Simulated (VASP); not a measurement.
# HfGe3W2 (P4/mmm) in VASP: notebook, part 2 of 2

VASP 6.6.1. The steps go on from the part before.

### 4 Relaxation of cell and atoms, PBE

This run uses another cell than the first one, of 22.61 Å³/atom.

Contents of INCAR:

```
SYSTEM = HfGe3W2
PREC = Accurate
ENCUT = 600
EDIFF = 1E-6
ISMEAR = 0
SIGMA = 0.1
LREAL = .FALSE.
LASPH = .TRUE.
NELM = 100
ALGO = Normal
ISIF = 3
LWAVE = .FALSE.
LCHARG = .FALSE.
GGA = PE
IBRION = 2
NSW = 90
EDIFFG = -0.04
```

Contents of KPOINTS:

```
regular mesh
0
G
  6 6 2
  0 0 0
```

Contents of POSCAR:

```
HfGe3W2
1.0
    3.6923682102      0.0000000000      0.0000000000
    0.0000000000      3.6923682102      0.0000000000
    0.0000000000      0.0000000000      9.9503452195
Hf Ge W
1 3 2
Direct
    0.0000000000      0.0000000000      0.5000000000
    0.5000000000      0.5000000000      0.7437790868
    0.5000000000      0.5000000000      0.2562209132
    0.5000000000      0.5000000000      0.0000000000
    0.0000000000      0.0000000000      0.0000000000
    0.5000000000      0.5000000000      0.5000000000
```

Potentials or basis: VASP PAW PBE potentials, release 64 (Hf_pv, Ge_d, W_sv).

The run is started by

```
$ cat potpaw_PBE.64/Hf_pv/POTCAR potpaw_PBE.64/Ge_d/POTCAR potpaw_PBE.64/W_sv/POTCAR > POTCAR
$ mpirun -np 1 vasp_std > vasp.out
```

OUTCAR:

```text
SYSTEM = HfGe3W2
   PREC = Accurate
   ENCUT = 600
   EDIFF = 1E-6
   ISMEAR = 0
   LREAL = .FALSE.
   LASPH = .TRUE.
   NELM = 100
   ISIF = 3
   GGA = PE
   IBRION = 2
   NSW = 90
   EDIFFG = -0.04

 ion  position               nearest neighbor table
   1  0.000  0.000  0.500-   6 2.61   6 2.61   6 2.61   6 2.61
   2  0.500  0.500  0.744-   6 2.43   4 2.55
   3  0.500  0.500  0.256-   6 2.43   4 2.55
   4  0.500  0.500  0.000-   2 2.55   3 2.55   5 2.61   5 2.61   5 2.61   5 2.61
   5  0.000  0.000  0.000-   4 2.61   4 2.61   4 2.61   4 2.61
   6  0.500  0.500  0.500-   3 2.43   2 2.43   1 2.61   1 2.61   1 2.61   1 2.61

  LATTYP: Found a simple tetragonal cell.
 ALAT       =     3.6923682102
 C/A-ratio  =     2.6948409945

  Lattice vectors:

 A1 = (   3.6923682102,   0.0000000000,   0.0000000000)
 A2 = (   0.0000000000,   3.6923682102,   0.0000000000)
 A3 = (   0.0000000000,   0.0000000000,   9.9503452195)

Analysis of symmetry for initial positions (statically):
=====================================================================
 Subroutine PRICEL returns:
 Original cell was already a primitive cell.

 Routine SETGRP: Setting up the symmetry group for a
 simple tetragonal supercell.

 Subroutine GETGRP returns: Found 16 space group operations
 (whereof 16 operations were pure point group operations)
 out of a pool of 16 trial point group operations.

The static configuration has the point symmetry D_4h.

Analysis of symmetry for dynamics (positions and initial velocities):
=====================================================================
 Subroutine PRICEL returns:
 Original cell was already a primitive cell.

 Routine SETGRP: Setting up the symmetry group for a
 simple tetragonal supercell.

 Subroutine GETGRP returns: Found 16 space group operations
 (whereof 16 operations were pure point group operations)
 out of a pool of 16 trial point group operations.

The dynamic configuration has the point symmetry D_4h.

 Subroutine INISYM returns: Found 16 space group operations
 (whereof 16 operations are pure point group operations),
 and found     1 'primitive' translations

----------------------------------------------------------------------------------------

                                     Primitive cell

  volume of cell :     135.6589

  direct lattice vectors                    reciprocal lattice vectors
     3.692368210  0.000000000  0.000000000     0.270828894  0.000000000  0.000000000
     0.000000000  3.692368210  0.000000000     0.000000000  0.270828894  0.000000000
     0.000000000  0.000000000  9.950345220     0.000000000  0.000000000  0.100499026

  length of vectors
     3.692368210  3.692368210  9.950345220     0.270828894  0.270828894  0.100499026

  position of ions in fractional coordinates (direct lattice)
     0.000000000  0.000000000  0.500000000
     0.500000000  0.500000000  0.743779087
     0.500000000  0.500000000  0.256220913
     0.500000000  0.500000000  0.000000000
     0.000000000  0.000000000  0.000000000
     0.500000000  0.500000000  0.500000000

  ion indices of the primitive-cell ions
   primitive index   ion index
                 1           1
                 2           2
                 3           3
                 4           4
                 5           5
                 6           6

----------------------------------------------------------------------------------------

 KPOINTS: regular mesh

Automatic generation of k-mesh.
 Grid dimensions read from file:
 generate k-points for:    6    6    2

 Generating k-lattice:

  Cartesian coordinates                     Fractional coordinates (reciprocal lattice)
     0.045138149  0.000000000  0.000000000     0.166666667  0.000000000  0.000000000
     0.000000000  0.045138149  0.000000000     0.000000000  0.166666667  0.000000000
     0.000000000  0.000000000  0.050249513     0.000000000  0.000000000  0.500000000

  Length of vectors
     0.045138149  0.045138149  0.050249513

  Shift w.r.t. Gamma in fractional coordinates (k-lattice)
     0.000000000  0.000000000  0.000000000

 Subroutine IBZKPT returns following result:
 ===========================================

 Found     20 irreducible k-points:

 Following reciprocal coordinates:
            Coordinates               Weight
  0.000000  0.000000  0.000000      1.000000
  0.166667  0.000000  0.000000      4.000000
  0.333333  0.000000  0.000000      4.000000
  0.500000  0.000000  0.000000      2.000000
  0.166667  0.166667  0.000000      4.000000
  0.333333  0.166667  0.000000      8.000000
[... 12 lines left out ...]
  0.500000  0.333333  0.500000      4.000000
  0.500000  0.500000  0.500000      1.000000
   k-points           NKPTS =     20   k-points in BZ     NKDIM =     20   number of bands    NBANDS=     48
   number of dos      NEDOS =    301   number of ions     NIONS =      6
   total plane-waves  NPLWV =  72000
   dimension x,y,z NGX =    30 NGY =   30 NGZ =   80
   dimension x,y,z NGXF=    60 NGYF=   60 NGZF=  160
   ions per type =               1   3   2
   NGX,Y,Z   is equivalent  to a cutoff of  13.51, 13.51, 13.37 a.u.
   NGXF,Y,Z  is equivalent  to a cutoff of  27.01, 27.01, 26.73 a.u.
 SYSTEM =  HfGe3W2
   PREC   = accura    normal or accurate (medium, high low for compatibility)
   ISTART =      0    job   : 0-new  1-cont  2-samecut
   ICHARG =      2    charge: 1-file 2-atom 10-const
   ISPIN  =      1    spin polarized calculation?
   LNONCOLLINEAR =      F non collinear calculations
   LSORBIT =      F    spin-orbit coupling
   LASPH  =      T    aspherical Exc in radial PAW
   ENCUT  =  600.0 eV  44.10 Ry    6.64 a.u.   7.37  7.37 19.87*2*pi/ulx,y,z
   NELM   =    100;   NELMIN=  2; NELMDL= -5     # of ELM steps
   EDIFF  = 0.1E-05   stopping-criterion for ELM
   LREAL  =      F    real-space projection
   EDIFFG = -.4E-01   stopping-criterion for IOM
   NSW    =     90    number of steps for IOM
   IBRION =      2    ionic relax: 0-MD 1-quasi-New 2-CG
   NFREE  =      1    steps in history (QN), initial steepest desc. (CG)
   ISIF   =      3    stress and relaxation
   ISYM   =      2    0-nonsym 1-usesym 2-fastsym
   POTIM  = 0.5000    time-step for ionic-motion
   TEBEG  =    0.0;   TEEND  =   0.0 temperature during run
   PSTRESS=    0.0 pullay stress
   NELECT =      80.0000    total number of electrons
   NUPDOWN=      -1.0000    fix difference up-down
   EMIN   =  10.00;   EMAX   =-10.00  energy-range for DOS
   EFERMI =   0.00;   METHOD = LEGACY
   ISMEAR =     0;   SIGMA  =   0.10  broadening in eV -4-tet -1-fermi 0-gaus
   EFERMI_NEDOS =   21; number of points for ismear=-14 and -15
   IALGO  =     38    algorithm
   IMIX   =      4    mixing-type and parameters
     AMIX     =   0.40;   BMIX     =  1.00
     AMIX_MAG =   1.60;   BMIX_MAG =  1.00
  volume/ion in A,a.u.               =      22.61       152.58
  Fermi-wavevector in a.u.,A,eV,Ry     =   1.372847  2.594304 25.643018  1.884709
  Thomas-Fermi vector in A             =   2.498417
   LORBIT       =      0    0 simple, 1 ext, 2 COOP (PROOUT), +10 PAW based schemes
   GGA     = PE    functional components
   LHFCALC =     F    Hartree Fock is set to
   AEXX    =    0.0000 exact exchange contribution
   IVDW    =     0    specifies the selected vdW correction
   LEPSILON=     F    determine dielectric tensor
   LRPA    =     F    only Hartree local field effects (RPA)
 conjugate gradient relaxation of ions
 non-spin polarized calculation
 Gauss-broadening in eV      SIGMA  =   0.10
  energy-cutoff  :      600.00
  volume of cell :      135.66
 maximum number of plane-waves:      4575
 NGX is ok and might be reduce to    30
   NGX = 15   NGY = 15   NGZ = 39

--------------------------------------- Ionic step        1  -------------------------------------------

 number of electron      80.0000002 magnetization

 Free energy of the ion-electron system (eV)
  ---------------------------------------------------
  ext. energy  EPLUGINS =         0.00000000
  ---------------------------------------------------
  free energy    TOTEN  =       -42.53141490 eV

  energy without entropy =      -42.49775695  energy(sigma->0) =      -42.51458592

------------------------ aborting loop because EDIFF is reached ----------------------------------------

  FORCE on cell =-STRESS in cart. coord.  units (eV):
  Direction    XX          YY          ZZ          XY          YZ          ZX
  --------------------------------------------------------------------------------------
  -------------------------------------------------------------------------------------
  Total       -0.3824187     -0.3824187      0.3174614      0.0000000      0.0000000      0.0000000
  in kB       -4.5164949     -4.5164949      3.7493277      0.0000000      0.0000000      0.0000000
  external PRESSURE =      -1.7612207 kB  Pullay stress =       0.0000000 kB
[... 105 lines left out ...]
  energy  without entropy=      -42.5008448005  energy(sigma->0) =      -42.51762172

--------------------------------------- Ionic step        4  -------------------------------------------

 number of electron      80.0000021 magnetization

 Free energy of the ion-electron system (eV)
  ---------------------------------------------------
  ext. energy  EPLUGINS =         0.00000000
  ---------------------------------------------------
  free energy    TOTEN  =       -42.53521213 eV

  energy without entropy =      -42.50159886  energy(sigma->0) =      -42.51840550

 E-fermi :   5.4502     XC(G=0): -10.7398

 val. band max:        5.4359344273   @ k =   0.5000   0.3333   0.0000
 cond. band min:       5.4651223298   @ k =   0.5000   0.3333   0.5000
 fundamental gap:      0.0291879026
 Fermi energy:         5.4501928798

 k-point     1 :       0.0000    0.0000    0.0000
  band No.  band energies     occupation
      1     -69.0325      2.00000
      2     -67.5462      2.00000
      3     -33.2587      2.00000
      4     -33.2587      2.00000
      5     -33.0716      2.00000
      6     -31.9895      2.00000
[... 1042 lines left out ...]
  FREE ENERGIE OF THE ION-ELECTRON SYSTEM (eV)
  ---------------------------------------------------
  free  energy   TOTEN  =       -42.5352121272 eV

  energy  without entropy=      -42.5015988629  energy(sigma->0) =      -42.51840550

 reached required accuracy - stopping structural energy minimisation
```

It took 12 min on 1 thread of Intel Xeon 8259CL, shared host; peak memory 0.37 GiB.

What came out:

```yaml
Free_energy: -42.5352 eV
Relaxed_volume: 22.52 Å³/atom
Relaxed_cell: a = 3.685 Å, b = 3.685 Å, c = 9.954 Å, α = 90.00°, β = 90.00°, γ = 90.00°
Space_group_after_relaxing_to_0.1_Å: P4/mmm (No. 123)
Energy_gained_by_relaxing: 0.6 meV/atom
Ionic_steps: 4
Pressure_after_relaxing: 0.0 GPa
Largest_force_after_relaxing: 0.019 eV/Å
Band_gap_on_the_k_mesh: zero (bands 40 and 41 overlap by 0.91 eV)
```

Forces in eV/Å, atoms in the order of the input:
```
Hf   0.000  0.000  0.000
Ge   0.000  0.000  0.019
Ge   0.000  0.000 -0.019
Ge   0.000  0.000  0.000
W    0.000  0.000  0.000
W    0.000  0.000  0.000
```

The path:
```tsv
step	energy change (eV)	largest force (eV/Å)	pressure (GPa)	volume (Å³)
1	0.0000	0.2108	-0.18	135.66
2	-0.0028	0.0384	0.02	135.17
3	-0.0030	0.0706	-0.01	135.26
4	-0.0038	0.0195	-0.02	135.14
```

Final structure:
```cif
data_structure
_symmetry_space_group_name_H-M 'P 1'
_symmetry_Int_Tables_number 1
_cell_length_a 3.6847
_cell_length_b 3.6847
_cell_length_c 9.9539
_cell_angle_alpha 90.000
_cell_angle_beta 90.000
_cell_angle_gamma 90.000
_cell_volume 135.14
loop_
_atom_site_label
_atom_site_type_symbol
_atom_site_fract_x
_atom_site_fract_y
_atom_site_fract_z
_atom_site_occupancy
Hf1 Hf 0.00000 0.00000 0.50000 1
Ge1 Ge 0.50000 0.50000 0.74511 1
Ge2 Ge 0.50000 0.50000 0.25489 1
Ge3 Ge 0.50000 0.50000 0.00000 1
W1 W 0.00000 0.00000 0.00000 1
W2 W 0.50000 0.50000 0.50000 1
```

Levels at points of the mesh, in eV from the Fermi level:
```
           k point  band 36  band 37  band 38  band 39  band 40  band 41  band 42  band 43  band 44  band 45
(0.00, 0.00, 0.00)    -1.43    -1.43    -0.36    -0.05    -0.05     0.22     0.22     0.68     1.94     2.95
(0.50, 0.00, 0.00)    -1.07    -0.67    -0.23     0.12     0.26     0.42     0.49     0.73     0.91     1.30
(0.50, 0.50, 0.00)    -1.58    -1.58    -1.53    -0.79    -0.65    -0.65    -0.54     0.90     1.17     1.52
(0.00, 0.00, 0.50)    -1.42    -1.14    -0.36    -0.22    -0.22     0.51     0.51     1.19     1.71     2.50
(0.50, 0.00, 0.50)    -0.83    -0.59    -0.19    -0.06     0.26     0.37     0.50     0.77     1.26     1.75
(0.50, 0.50, 0.50)    -2.43    -2.43    -2.10    -0.43    -0.08    -0.08     0.87     0.93     1.15     1.17
```

Caveat: spin-orbit coupling is left out, which moves the levels of the heavy elements.

### 5 Overview

```tsv
task	cell	k mesh	cutoff (eV)	gap on the mesh (eV)	pressure (GPa)	relaxed volume (Å³/atom)	largest force (eV/Å)
single point	a = 3.684, b = 3.684, c = 9.951 Å, 6 atoms, atomic positions A	6 × 6 × 2	520	none	0.0	-	0.02
relaxation of cell and atoms	relaxed from a = 3.789, b = 3.789, c = 8.853 Å, 6 atoms, atomic positions B	4 × 4 × 2	600	none	0.0	22.63	0.01
relaxation of cell and atoms	relaxed from a = 3.692, b = 3.692, c = 9.950 Å, 6 atoms, atomic positions C	6 × 6 × 2	600	none	0.0	22.52	0.02
```

Alike in all rows: level PBE; potentials or basis VASP PAW PBE potentials, release 64 (Hf_pv, Ge_d, W_sv); no spin polarisation; smearing gaussian 0.1 eV.

Caveats: some runs use coarse meshes; spin-orbit coupling is left out, which moves the levels of the heavy elements.

Total energies depend on the potentials used, so only differences within one code and one set of settings carry meaning.

The gap in the log of VASP goes by the Fermi energy; the results here count the filled bands.